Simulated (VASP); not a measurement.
# BiTe (Fm-3m) in VASP: notebook

The runs below take BiTe through single point, relaxation of cell and atoms, with PBE+D3(BJ).

Everything below comes from runs of VASP 6.6.1. Logs are shortened: lines on timing, memory, paths and dates and some standing lists are left out, and cuts for length are marked.

## (1) The cell of the first run

The structure is cubic, space group Fm-3m (No. 225). Conventional cell: a = 6.405 Å, b = 6.405 Å, c = 6.405 Å, α = 90.00°, β = 90.00°, γ = 90.00°. Bi (site symmetry m-3m) has 6 Te at 3.20 Å within 4.2 Å. Te (site symmetry m-3m) has 6 Bi at 3.20 Å within 4.2 Å.

## (2) Single point, PBE+D3(BJ)

Contents of INCAR:

```
PREC = Accurate
ENCUT = 520
EDIFF = 1E-7
ISMEAR = 0
SIGMA = 0.1
LREAL = F
LASPH = T
NELM = 60
ALGO = Normal
ISIF = 2
LWAVE = F
LCHARG = F
GGA = PE
IVDW = 12
NBANDS = 18
```

Contents of KPOINTS:

```
Automatic mesh
0
Gamma
  12 12 12
```

Contents of POSCAR:

```
BiTe
1.0
    0.0000000000      3.2023037314      3.2023037314
    3.2023037314      0.0000000000      3.2023037314
    3.2023037314      3.2023037314      0.0000000000
Bi Te
1 1
Direct
    0.0000000000      0.0000000000      0.0000000000
    0.5000000000      0.5000000000      0.5000000000
```

Potentials or basis: VASP PAW PBE potentials, release 64 (Bi_d, Te).

Command:

```
cat potpaw_PBE.64/Bi_d/POTCAR potpaw_PBE.64/Te/POTCAR > POTCAR
mpirun -np 1 vasp_std > vasp.out
```

OUTCAR:

```text
PREC = Accurate
   ENCUT = 520
   EDIFF = 1E-7
   ISMEAR = 0
   LREAL = F
   LASPH = T
   NELM = 60
   ISIF = 2
   GGA = PE
   IVDW = 12
 IVDW          = 12

 ion  position               nearest neighbor table
   1  0.000  0.000  0.000-   2 3.20   2 3.20   2 3.20   2 3.20   2 3.20   2 3.20
   2  0.500  0.500  0.500-   1 3.20   1 3.20   1 3.20   1 3.20   1 3.20   1 3.20

  LATTYP: Found a face centered cubic cell.
 ALAT       =     6.4046074628

  Lattice vectors:

 A1 = (   0.0000000000,   3.2023037314,   3.2023037314)
 A2 = (   3.2023037314,   0.0000000000,   3.2023037314)
 A3 = (   3.2023037314,   3.2023037314,   0.0000000000)

Analysis of symmetry for initial positions (statically):
=====================================================================
 Subroutine PRICEL returns:
 Original cell was already a primitive cell.

 Routine SETGRP: Setting up the symmetry group for a
 face centered cubic supercell.

 Subroutine GETGRP returns: Found 48 space group operations
 (whereof 48 operations were pure point group operations)
 out of a pool of 48 trial point group operations.

The static configuration has the point symmetry O_h .

Analysis of symmetry for dynamics (positions and initial velocities):
=====================================================================
 Subroutine PRICEL returns:
 Original cell was already a primitive cell.

 Routine SETGRP: Setting up the symmetry group for a
 face centered cubic supercell.

 Subroutine GETGRP returns: Found 48 space group operations
 (whereof 48 operations were pure point group operations)
 out of a pool of 48 trial point group operations.

The dynamic configuration has the point symmetry O_h .

 Subroutine INISYM returns: Found 48 space group operations
 (whereof 48 operations are pure point group operations),
 and found     1 'primitive' translations

----------------------------------------------------------------------------------------

                                     Primitive cell

  volume of cell :      65.6776

  direct lattice vectors                    reciprocal lattice vectors
     0.000000000  3.202303731  3.202303731    -0.156137594  0.156137594  0.156137594
     3.202303731  0.000000000  3.202303731     0.156137594 -0.156137594  0.156137594
     3.202303731  3.202303731  0.000000000     0.156137594  0.156137594 -0.156137594

  length of vectors
     4.528741368  4.528741368  4.528741368     0.270438246  0.270438246  0.270438246

  position of ions in fractional coordinates (direct lattice)
     0.000000000  0.000000000  0.000000000
     0.500000000  0.500000000  0.500000000

  ion indices of the primitive-cell ions
   primitive index   ion index
                 1           1
                 2           2

----------------------------------------------------------------------------------------

 KPOINTS: Automatic mesh

Automatic generation of k-mesh.
 Grid dimensions read from file:
 generate k-points for:   12   12   12

 Generating k-lattice:

  Cartesian coordinates                     Fractional coordinates (reciprocal lattice)
    -0.013011466  0.013011466  0.013011466     0.083333333  0.000000000  0.000000000
     0.013011466 -0.013011466  0.013011466     0.000000000  0.083333333  0.000000000
     0.013011466  0.013011466 -0.013011466     0.000000000  0.000000000  0.083333333

  Length of vectors
     0.022536520  0.022536520  0.022536520

  Shift w.r.t. Gamma in fractional coordinates (k-lattice)
     0.000000000  0.000000000  0.000000000

 Subroutine IBZKPT returns following result:
 ===========================================

 Found     72 irreducible k-points:

 Following reciprocal coordinates:
            Coordinates               Weight
  0.000000  0.000000  0.000000      1.000000
  0.083333  0.000000  0.000000      8.000000
  0.166667  0.000000  0.000000      8.000000
  0.250000  0.000000  0.000000      8.000000
  0.333333  0.000000  0.000000      8.000000
  0.416667  0.000000  0.000000      8.000000
[... 16 lines left out ...]
  0.500000  0.166667  0.000000     24.000000
 -0.416667  0.166667  0.000000     24.000000
 [... further k-points ...]
   k-points           NKPTS =     72   k-points in BZ     NKDIM =     72   number of bands    NBANDS=     18
   number of dos      NEDOS =    301   number of ions     NIONS =      2
   total plane-waves  NPLWV =  46656
   dimension x,y,z NGX =    36 NGY =   36 NGZ =   36
   dimension x,y,z NGXF=    72 NGYF=   72 NGZF=   72
   ions per type =               1   1
   NGX,Y,Z   is equivalent  to a cutoff of  13.22, 13.22, 13.22 a.u.
   NGXF,Y,Z  is equivalent  to a cutoff of  26.43, 26.43, 26.43 a.u.
 SYSTEM =  unknown system
   PREC   = accura    normal or accurate (medium, high low for compatibility)
   ISTART =      0    job   : 0-new  1-cont  2-samecut
   ICHARG =      2    charge: 1-file 2-atom 10-const
   ISPIN  =      1    spin polarized calculation?
   LNONCOLLINEAR =      F non collinear calculations
   LSORBIT =      F    spin-orbit coupling
   LASPH  =      T    aspherical Exc in radial PAW
   ENCUT  =  520.0 eV  38.22 Ry    6.18 a.u.   8.42  8.42  8.42*2*pi/ulx,y,z
   NELM   =     60;   NELMIN=  2; NELMDL= -5     # of ELM steps
   EDIFF  = 0.1E-06   stopping-criterion for ELM
   LREAL  =      F    real-space projection
   EDIFFG = 0.1E-05   stopping-criterion for IOM
   NSW    =      0    number of steps for IOM
   IBRION =     -1    ionic relax: 0-MD 1-quasi-New 2-CG
   NFREE  =      0    steps in history (QN), initial steepest desc. (CG)
   ISIF   =      2    stress and relaxation
   ISYM   =      2    0-nonsym 1-usesym 2-fastsym
   POTIM  = 0.5000    time-step for ionic-motion
   TEBEG  =    0.0;   TEEND  =   0.0 temperature during run
   PSTRESS=    0.0 pullay stress
   NELECT =      21.0000    total number of electrons
   NUPDOWN=      -1.0000    fix difference up-down
   EMIN   =  10.00;   EMAX   =-10.00  energy-range for DOS
   EFERMI =   0.00;   METHOD = LEGACY
   ISMEAR =     0;   SIGMA  =   0.10  broadening in eV -4-tet -1-fermi 0-gaus
   EFERMI_NEDOS =   21; number of points for ismear=-14 and -15
   IALGO  =     38    algorithm
   IMIX   =      4    mixing-type and parameters
     AMIX     =   0.40;   BMIX     =  1.00
     AMIX_MAG =   1.60;   BMIX_MAG =  1.00
  volume/ion in A,a.u.               =      32.84       221.61
  Fermi-wavevector in a.u.,A,eV,Ry     =   1.119460  2.115473 17.050707  1.253192
  Thomas-Fermi vector in A             =   2.256100
   LORBIT       =      0    0 simple, 1 ext, 2 COOP (PROOUT), +10 PAW based schemes
   GGA     = PE    functional components
   LHFCALC =     F    Hartree Fock is set to
   AEXX    =    0.0000 exact exchange contribution
   IVDW    =    12    specifies the selected vdW correction
   LEPSILON=     F    determine dielectric tensor
   LRPA    =     F    only Hartree local field effects (RPA)
 non-spin polarized calculation
 Gauss-broadening in eV      SIGMA  =   0.10
  energy-cutoff  :      520.00
  volume of cell :       65.68
 maximum number of plane-waves:      1807
 NGX is ok and might be reduce to    36
   NGX = 17   NGY = 17   NGZ = 17

 number of electron      21.0000004 magnetization

 Free energy of the ion-electron system (eV)
  ---------------------------------------------------
  ext. energy  EPLUGINS =         0.00000000
  ---------------------------------------------------
  free energy    TOTEN  =        -7.15820417 eV

  energy without entropy =       -7.15252966  energy(sigma->0) =       -7.15536691

 E-fermi :   7.0207     XC(G=0):  -9.5717

 val. band max:        6.9945741917   @ k =  -0.4167   0.2500   0.0833
 cond. band min:       7.0427773081   @ k =   0.3333   0.0000   0.0000
 fundamental gap:      0.0482031163
 Fermi energy:         7.0207004912

 k-point     1 :       0.0000    0.0000    0.0000
  band No.  band energies     occupation
      1     -16.1384      2.00000
      2     -16.1384      2.00000
      3     -16.1334      2.00000
      4     -16.1334      2.00000
      5     -16.1334      2.00000
      6      -6.7142      2.00000
[... 10 lines left out ...]
     17      13.2880      0.00000
     18      13.5000      0.00000

 k-point     2 :       0.0833    0.0000    0.0000
  band No.  band energies     occupation
      1     -16.1386      2.00000
      2     -16.1386      2.00000
      3     -16.1333      2.00000
      4     -16.1330      2.00000
      5     -16.1330      2.00000
      6      -6.6496      2.00000
[... 10 lines left out ...]
     17      13.7322      0.00000
     18      14.0150      0.00000

 k-point     3 :       0.1667    0.0000    0.0000
  band No.  band energies     occupation
      1     -16.1395      2.00000
      2     -16.1395      2.00000
      3     -16.1329      2.00000
      4     -16.1317      2.00000
      5     -16.1317      2.00000
      6      -6.4568      2.00000
[... 10 lines left out ...]
     17      14.7769      0.00000
     18      15.0317      0.00000

 k-point     4 :       0.2500    0.0000    0.0000
  band No.  band energies     occupation
      1     -16.1408      2.00000
      2     -16.1408      2.00000
      3     -16.1324      2.00000
      4     -16.1297      2.00000
      5     -16.1297      2.00000
      6      -6.1394      2.00000
[... 375 lines left out ...]
      4     -16.1270      2.00000
      5     -16.1253      2.00000
      6      -5.3653      2.00000
[... 10 lines left out ...]
     17      15.7684      0.00000
     18      16.5792      0.00000

 k-point    23 :       0.5000    0.1667    0.0000
  band No.  band energies     occupation
      1     -16.1461      2.00000
      2     -16.1408      2.00000
      3     -16.1312      2.00000
      4     -16.1267      2.00000
      5     -16.1247      2.00000
      6      -4.8446      2.00000
[... 10 lines left out ...]
     17      15.8572      0.00000
     18      16.6715      0.00000

 k-point    24 :      -0.4167    0.1667    0.0000
  band No.  band energies     occupation
      1     -16.1453      2.00000
      2     -16.1419      2.00000
      3     -16.1302      2.00000
      4     -16.1267      2.00000
      5     -16.1253      2.00000
      6      -4.6423      2.00000
[... 10 lines left out ...]
     17      16.6074      0.00000
     18      17.8156      0.00000

 [... further k-points ...]

------------------------ aborting loop because EDIFF is reached ----------------------------------------

 Edisp (eV)   -0.93220

 E8    (eV) :    -0.4459

  FORCE on cell =-STRESS in cart. coord.  units (eV):
  Direction    XX          YY          ZZ          XY          YZ          ZX
  --------------------------------------------------------------------------------------
  -------------------------------------------------------------------------------------
  Total      -0.01972    -0.01972    -0.01972     0.00000     0.00000     0.00000
  in kB      -0.48107    -0.48107    -0.48107     0.00000     0.00000     0.00000
  external pressure =       -0.48 kB  Pullay stress =        0.00 kB

 VOLUME and BASIS-vectors are now :
 -----------------------------------------------------------------------------
  energy-cutoff  :      520.00
  volume of cell :       65.68
      direct lattice vectors                 reciprocal lattice vectors
     0.000000000  3.202303731  3.202303731    -0.156137594  0.156137594  0.156137594
     3.202303731  0.000000000  3.202303731     0.156137594 -0.156137594  0.156137594
     3.202303731  3.202303731  0.000000000     0.156137594  0.156137594 -0.156137594

 POSITION                                       TOTAL-FORCE (eV/Angst)
 -----------------------------------------------------------------------------------
      0.00000      0.00000      0.00000        -0.000000      0.000000      0.000000
      3.20230      3.20230      3.20230         0.000000     -0.000000     -0.000000
 -----------------------------------------------------------------------------------
    total drift:                               -0.000000      0.000000      0.000000

  FREE ENERGIE OF THE ION-ELECTRON SYSTEM (eV)
  ---------------------------------------------------
  free  energy   TOTEN  =        -8.0904056740 eV

  energy  without entropy=       -8.0847311686  energy(sigma->0) =       -8.08756842
```

It took 31 s on 1 thread of Intel Xeon 6975P-C (Granite Rapids), shared host; peak memory 0.26 GiB.

Results:

- Free energy: -8.0904 eV
- Pressure: 0.0 GPa
- Dispersion energy per atom: -0.466 eV

Caveat: spin-orbit coupling is left out, which moves the levels of the heavy elements; pairwise dispersion overbinds metals, which lowers pressure and volume.

## (3) Relaxation of cell and atoms, PBE+D3(BJ)

This run uses another cell than the first one, of 34.37 Å³/atom, 1.047 times its volume.

Contents of INCAR:

```
SYSTEM = BiTe
ALGO = Normal
EDIFF = 1E-6
EDIFFG = -0.005
ENCUT = 600
GGA = PE
IBRION = 2
ISIF = 3
ISMEAR = 0
IVDW = 12
LASPH = .TRUE.
LCHARG = .FALSE.
LREAL = .FALSE.
LWAVE = .FALSE.
NELM = 100
NSW = 70
PREC = Accurate
SIGMA = 0.1
```

Contents of KPOINTS:

```
k-points
0
G
  12 12 12
  0 0 0
```

Contents of POSCAR:

```
BiTe
1.0
    0.0000000000      3.2511941628      3.2511941628
    3.2511941628      0.0000000000      3.2511941628
    3.2511941628      3.2511941628      0.0000000000
Bi Te
1 1
Direct
    0.0000000000      0.0000000000      0.0000000000
    0.5000000000      0.5000000000      0.5000000000
```

Potentials or basis: VASP PAW PBE potentials, release 64 (Bi_d, Te).

Command:

```
cat potpaw_PBE.64/Bi_d/POTCAR potpaw_PBE.64/Te/POTCAR > POTCAR
mpirun -np 1 vasp_std > vasp.out
```

Run time: 81 s. Hardware: 1 thread of Intel Xeon 6975P-C (Granite Rapids), shared host; peak memory 0.32 GiB.

The run converged. Its results:

| Property | Result |
| --- | --- |
| Free energy | -8.0906 eV |
| Relaxed volume | 32.83 Å³/atom |
| Relaxed cell | a = 4.528 Å, b = 4.528 Å, c = 4.528 Å, α = 60.00°, β = 60.00°, γ = 60.00° |
| Space group after relaxing (to 0.05 Å) | Fm-3m (No. 225) |
| Energy gained by relaxing | 11.0 meV/atom |
| Ionic steps | 3 |
| Pressure after relaxing | 0.0 GPa |
| Dispersion energy per atom | -0.466 eV |

The path:
| step | energy change (eV) | largest force (eV/Å) | pressure (GPa) | volume (Å³) |
| --- | --- | --- | --- | --- |
| 1 | 0.0000 | 0.0000 | -2.20 | 68.73 |
| 2 | -0.0160 | 0.0000 | 1.33 | 64.14 |
| 3 | -0.0220 | 0.0000 | -0.01 | 65.66 |

Final structure:
```xyz
2
Lattice="0.0000 3.2020 3.2020 3.2020 0.0000 3.2020 3.2020 3.2020 0.0000" Properties=species:S:1:pos:R:3 pbc="T T T"
Bi    0.0000    0.0000    0.0000
Te    3.2020    3.2020    3.2020
```

Levels at points of the mesh, in eV from the Fermi level:
| k point | band 8 | band 9 | band 10 | band 11 | band 12 | band 13 |
| --- | --- | --- | --- | --- | --- | --- |
| (0.00, 0.00, 0.00) | -2.62 | -2.62 | -2.62 | 2.23 | 2.23 | 2.23 |
| (0.50, 0.00, 0.00) | -1.98 | -1.98 | -1.59 | -0.82 | -0.66 | -0.66 |
| (0.50, 0.50, 0.00) | -5.86 | -4.16 | -4.16 | 2.14 | 3.74 | 3.74 |

Caveat: spin-orbit coupling is left out, which moves the levels of the heavy elements; pairwise dispersion overbinds metals, which lowers pressure and volume.
